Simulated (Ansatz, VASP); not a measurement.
SiO2: VASP beside Ansatz

```
CELL_PARAMETERS angstrom
-2.51315 2.51315 3.68587
2.51315 -2.51315 3.68587
2.51315 2.51315 -3.68587
ATOMIC_POSITIONS crystal
Si 0.00000 0.00000 0.00000
Si 0.75000 0.25000 0.50000
O 0.37500 0.21748 0.34248
O 0.96748 0.62500 0.84248
O 0.78252 0.12500 0.15752
O 0.87500 0.03252 0.65752
```

Alike in both runs: functional PBE; k mesh 6 × 6 × 6; occupations gaussian, width 0.02 eV; no spin polarisation.

Ansatz relaxed the structure, and its values are those at the end. VASP's run is a single point on that final structure, the one shown.

```csv
,VASP,Ansatz
version,VASP 6.6.1,Ansatz 0.2.0
potentials or method,"VASP PAW PBE potentials, release 64 (Si, O), cutoff 520 eV","scalar-relativistic, plane waves, PAW"
valence electrons in the cell,32,32
```

Ansatz gave:

| Item | Value |
| --- | --- |
| gap on the k mesh at the Fermi level (eV) | 5.74 |
| least direct gap on the mesh (eV) | 5.74 |
| pressure (GPa) | 0.0 |
| rms of the force components (eV/Å) | 0.001 |

Problem. What did VASP give for the same quantities?

Solution. gap on the k mesh at the Fermi level (eV): 5.74; least direct gap on the mesh (eV): 5.74; pressure (GPa): 0.1; rms of the force components (eV/Å): 0.003.
